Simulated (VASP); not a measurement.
# Co (Fm-3m) in VASP: a series of runs

The runs below take Co through electric field gradients, with PBE.

Everything below comes from runs of VASP 6.6.1. Logs are shortened: lines on timing, memory, paths and dates and some standing lists are left out, and cuts for length are marked.

### Step 1. The cell of the first run

The structure is cubic, space group Fm-3m (No. 225). Conventional cell: a = 3.571 Å, b = 3.571 Å, c = 3.571 Å, α = 90.00°, β = 90.00°, γ = 90.00°. Co (site symmetry m-3m) has 12 Co at 2.53 Å within 3.3 Å.

This isn't the form of Co at room conditions, which is hcp.

### Step 2. Electric field gradients, PBE, collinear spin, ferromagnetic start (11.38 Å³/atom)

INCAR reads:

```
PREC = Accurate ; ENCUT = 520
EDIFF = 1E-8 ; ISMEAR = -1
SIGMA = 0.05 ; LREAL = F
LASPH = T ; NELM = 150
ALGO = Normal ; ISIF = 2
LWAVE = F ; LCHARG = F
ISPIN = 2 ; MAGMOM = 2
LORBIT = 11 ; LMAXMIX = 4
GGA = PE ; LEFG = T
NBANDS = 14
```

KPOINTS reads:

```
regular mesh
0
Gamma
  18 18 18
```

POSCAR reads:

```
Co
1.0
    0.0000000000      1.7854600139      1.7854600139
    1.7854600139      0.0000000000      1.7854600139
    1.7854600139      1.7854600139      0.0000000000
Co
1
Direct
    0.0000000000      0.0000000000      0.0000000000
```

Potentials or basis: VASP PAW PBE potentials, release 64 (Co).

The run is started by

```
$ cat potpaw_PBE.64/Co/POTCAR > POTCAR
$ mpirun -np 1 vasp_std > vasp.out
```

OUTCAR:

```text
PREC = Accurate
   ENCUT = 520
   EDIFF = 1E-8
   ISMEAR = -1
   LREAL = F
   LASPH = T
   NELM = 150
   ISIF = 2
   ISPIN = 2
   LORBIT = 11
   GGA = PE

 ion  position               nearest neighbor table
   1  0.000  0.000  0.000-

  LATTYP: Found a face centered cubic cell.
 ALAT       =     3.5709200278

  Lattice vectors:

 A1 = (   0.0000000000,   1.7854600139,   1.7854600139)
 A2 = (   1.7854600139,   0.0000000000,   1.7854600139)
 A3 = (   1.7854600139,   1.7854600139,   0.0000000000)

Analysis of symmetry for initial positions (statically):
=====================================================================
 Subroutine PRICEL returns:
 Original cell was already a primitive cell.

 Routine SETGRP: Setting up the symmetry group for a
 face centered cubic supercell.

 Subroutine GETGRP returns: Found 48 space group operations
 (whereof 48 operations were pure point group operations)
 out of a pool of 48 trial point group operations.

The static configuration has the point symmetry O_h .

Analysis of symmetry for dynamics (positions and initial velocities):
=====================================================================
 Subroutine PRICEL returns:
 Original cell was already a primitive cell.

 Routine SETGRP: Setting up the symmetry group for a
 face centered cubic supercell.

 Subroutine GETGRP returns: Found 48 space group operations
 (whereof 48 operations were pure point group operations)
 out of a pool of 48 trial point group operations.

The dynamic configuration has the point symmetry O_h .

Analysis of structural, dynamic, and magnetic symmetry:
=====================================================================
 Subroutine PRICEL returns:
 Original cell was already a primitive cell.

 Routine SETGRP: Setting up the symmetry group for a
 face centered cubic supercell.

 Subroutine GETGRP returns: Found 48 space group operations
 (whereof 48 operations were pure point group operations)
 out of a pool of 48 trial point group operations.

The overall configuration has the point symmetry O_h .

 Subroutine INISYM returns: Found 48 space group operations
 (whereof 48 operations are pure point group operations),
 and found     1 'primitive' translations

----------------------------------------------------------------------------------------

                                     Primitive cell

  volume of cell :      11.3836

  direct lattice vectors                    reciprocal lattice vectors
     0.000000000  1.785460014  1.785460014    -0.280039875  0.280039875  0.280039875
     1.785460014  0.000000000  1.785460014     0.280039875 -0.280039875  0.280039875
     1.785460014  1.785460014  0.000000000     0.280039875  0.280039875 -0.280039875

  length of vectors
     2.525021767  2.525021767  2.525021767     0.485043293  0.485043293  0.485043293

  position of ions in fractional coordinates (direct lattice)
     0.000000000  0.000000000  0.000000000

  ion indices of the primitive-cell ions
   primitive index   ion index
                 1           1

----------------------------------------------------------------------------------------

 KPOINTS: regular mesh

Automatic generation of k-mesh.
 Grid dimensions read from file:
 generate k-points for:   18   18   18

 Generating k-lattice:

  Cartesian coordinates                     Fractional coordinates (reciprocal lattice)
    -0.015557771  0.015557771  0.015557771     0.055555556  0.000000000  0.000000000
     0.015557771 -0.015557771  0.015557771     0.000000000  0.055555556  0.000000000
     0.015557771  0.015557771 -0.015557771     0.000000000  0.000000000  0.055555556

  Length of vectors
     0.026946850  0.026946850  0.026946850

  Shift w.r.t. Gamma in fractional coordinates (k-lattice)
     0.000000000  0.000000000  0.000000000

 Subroutine IBZKPT returns following result:
 ===========================================

 Found    195 irreducible k-points:

 Following reciprocal coordinates:
            Coordinates               Weight
  0.000000  0.000000  0.000000      1.000000
  0.055556  0.000000  0.000000      8.000000
  0.111111  0.000000  0.000000      8.000000
[... 53 lines left out ...]
   EMIN   =  10.00;   EMAX   =-10.00  energy-range for DOS
   EFERMI =   0.00;   METHOD = LEGACY
   ISMEAR =    -1;   SIGMA  =   0.05  broadening in eV -4-tet -1-fermi 0-gaus
   EFERMI_NEDOS =   21; number of points for ismear=-14 and -15
   IALGO  =     38    algorithm
   IMIX   =      4    mixing-type and parameters
     AMIX     =   0.40;   BMIX     =  1.00
     AMIX_MAG =   1.60;   BMIX_MAG =  1.00
  volume/ion in A,a.u.               =      11.38        76.82
  Fermi-wavevector in a.u.,A,eV,Ry     =   1.513778  2.860626 31.178077  2.291524
  Thomas-Fermi vector in A             =   2.623524
   LORBIT       =     11    0 simple, 1 ext, 2 COOP (PROOUT), +10 PAW based schemes
   GGA     = PE    functional components
   LHFCALC =     F    Hartree Fock is set to
   AEXX    =    0.0000 exact exchange contribution
   IVDW    =     0    specifies the selected vdW correction
   LEPSILON=     F    determine dielectric tensor
   LRPA    =     F    only Hartree local field effects (RPA)
 spin polarized calculation
  energy-cutoff  :      520.00
  volume of cell :       11.38
 maximum number of plane-waves:       331
   NGX =  9   NGY =  9   NGZ =  9

 number of electron       9.0000006 magnetization       1.6619422

 Free energy of the ion-electron system (eV)
  ---------------------------------------------------
  ext. energy  EPLUGINS =         0.00000000
  ---------------------------------------------------
  free energy    TOTEN  =        -7.00949913 eV

  energy without entropy =       -6.99884648  energy(sigma->0) =       -7.00417281

 E-fermi :   9.7064     XC(G=0): -13.1248

 val. band max:        9.7064485599   @ k =   0.5000   0.2778   0.0556
 cond. band min:       9.7080560661   @ k =   0.2778   0.2222   0.0000
 fundamental gap:      0.0016075062
 Fermi energy:         9.7064486815

 spin component 1

 k-point     1 :       0.0000    0.0000    0.0000
  band No.  band energies     occupation
      1       0.9552      1.00000
      2       7.0348      1.00000
      3       7.0348      1.00000
      4       7.0348      1.00000
      5       7.9807      1.00000
      6       7.9807      1.00000
      7      32.3239      0.00000
      8      36.3015      0.00000
      9      36.3015      0.00000
     10      36.3015      0.00000
     11      39.3065      0.00000
     12      39.3065      0.00000
     13      39.3065      0.00000
     14      42.0190      0.00000
[... 379 lines left out ...]
      3       7.1929      1.00000
      4       7.2428      1.00000
      5       7.9579      1.00000
      6       8.2894      1.00000
      7      24.3400      0.00000
      8      31.0018      0.00000
      9      34.2530      0.00000
     10      36.3747      0.00000
     11      38.5744      0.00000
     12      38.8153      0.00000
     13      43.0322      0.00000
     14      44.1820      0.00000

 [... further k-points ...]

 spin component 2

 k-point     1 :       0.0000    0.0000    0.0000
  band No.  band energies     occupation
      1       0.9608      1.00000
      2       8.6294      1.00000
      3       8.6294      1.00000
      4       8.6294      1.00000
      5      10.0030      0.00265
      6      10.0030      0.00265
      7      31.9829      0.00000
      8      36.4626      0.00000
      9      36.4626      0.00000
     10      36.4626      0.00000
     11      39.5929      0.00000
     12      39.5929      0.00000
     13      39.5929      0.00000
     14      41.6319      0.00000
[... 379 lines left out ...]
      3       8.8740      1.00000
      4       8.9404      1.00000
      5       9.8683      0.03782
      6      10.2275      0.00003
      7      24.7274      0.00000
      8      31.0674      0.00000
      9      34.2981      0.00000
     10      36.6883      0.00000
     11      38.8155      0.00000
     12      38.8357      0.00000
     13      43.0929      0.00000
     14      44.6348      0.00000

 [... further k-points ...]
[... 5 lines left out ...]
  --------------------------------------------------------------------------------------
  -------------------------------------------------------------------------------------
  Total       -0.6183225     -0.6183225     -0.6183225      0.0000000      0.0000000     -0.0000000
  in kB      -87.0252470    -87.0252470    -87.0252470      0.0000000      0.0000000     -0.0000000
  external PRESSURE =     -87.0252470 kB  Pullay stress =       0.0000000 kB

 VOLUME and BASIS-vectors are now :
 -----------------------------------------------------------------------------
  energy-cutoff  :      520.00
  volume of cell :       11.38
      direct lattice vectors                 reciprocal lattice vectors
     0.000000000  1.785460014  1.785460014    -0.280039875  0.280039875  0.280039875
     1.785460014  0.000000000  1.785460014     0.280039875 -0.280039875  0.280039875
     1.785460014  1.785460014  0.000000000     0.280039875  0.280039875 -0.280039875

 POSITION                                       TOTAL-FORCE (eV/Angst)
 -----------------------------------------------------------------------------------
      0.00000      0.00000      0.00000         0.000000      0.000000      0.000000
 -----------------------------------------------------------------------------------
    total drift:                                0.000000      0.000000      0.000000

  FREE ENERGIE OF THE ION-ELECTRON SYSTEM (eV)
  ---------------------------------------------------
  free  energy   TOTEN  =        -7.0094991311 eV

  energy  without entropy=       -6.9988464809  energy(sigma->0) =       -7.00417281

 Electric field gradients (V/A^2)
---------------------------------------------------------------------
 ion       V_xx      V_yy      V_zz      V_xy      V_xz      V_yz
---------------------------------------------------------------------
   1       0.000     0.000     0.000     0.001     0.001     0.001
---------------------------------------------------------------------

 Electric field gradients after diagonalization (V/A^2)
 (convention: |V_zz| > |V_xx| > |V_yy|)
----------------------------------------------------------------------
 ion       V_xx      V_yy      V_zz     asymmetry (V_yy - V_xx)/ V_zz
----------------------------------------------------------------------
   1      -0.001    -0.001     0.002       0.000
----------------------------------------------------------------------

           NMR quadrupolar parameters

 Cq : quadrupolar parameter    Cq=e*Q*V_zz/h
 eta: asymmetry parameters     (V_yy - V_xx)/ V_zz
 Q  : nuclear electric quadrupole moment in mb (millibarn)
----------------------------------------------------------------------
 ion       Cq(MHz)       eta       Q (mb)
----------------------------------------------------------------------
   1       0.000       0.000       1.000
----------------------------------------------------------------------

 total charge

# of ion       s       p       d       tot
------------------------------------------
    1        0.471   0.483   7.228   8.182

 magnetization (x)

# of ion       s       p       d       tot
------------------------------------------
    1       -0.012  -0.048   1.749   1.688
```

Run time: 93 s. Hardware: 1 thread of Intel Xeon 8259CL, shared host; peak memory 0.17 GiB.

Results:

* Free energy: -7.0095 eV
* Pressure: -8.7 GPa
* Net moment: 1.66 μB per cell
* Site moments: Co +1.69 μB
* Largest electric field gradient by atom: zero within the noise of the run
* Valence electrons inside the program's atomic spheres: Co 8.18

Levels at points of the mesh, in eV from the Fermi level:
Spin up:
| k point | band 1 | band 2 | band 3 | band 4 | band 5 | band 6 | band 7 | band 8 | band 9 | band 10 |
| --- | --- | --- | --- | --- | --- | --- | --- | --- | --- | --- |
| (0.00, 0.00, 0.00) | -8.75 | -2.67 | -2.67 | -2.67 | -1.73 | -1.73 | 22.62 | 26.60 | 26.60 | 26.60 |
| (0.50, 0.00, 0.00) | -5.01 | -2.80 | -2.80 | -0.88 | -0.88 | -0.27 | 5.69 | 21.20 | 24.01 | 24.01 |
| (0.50, 0.50, 0.00) | -5.07 | -4.47 | -1.00 | -0.63 | -0.63 | 2.42 | 9.07 | 14.39 | 14.39 | 19.27 |
Spin down:
| k point | band 1 | band 2 | band 3 | band 4 | band 5 | band 6 | band 7 | band 8 | band 9 |
| --- | --- | --- | --- | --- | --- | --- | --- | --- | --- |
| (0.00, 0.00, 0.00) | -8.75 | -1.08 | -1.08 | -1.08 | 0.30 | 0.30 | 22.28 | 26.76 | 26.76 |
| (0.50, 0.00, 0.00) | -4.09 | -1.07 | -1.07 | -0.33 | 1.05 | 1.05 | 6.70 | 20.88 | 24.32 |
| (0.50, 0.50, 0.00) | -3.85 | -3.18 | 1.11 | 1.21 | 1.21 | 2.41 | 9.97 | 14.54 | 14.54 |

Caveat: the cell stands under tension.

[end of part 1 of 2]
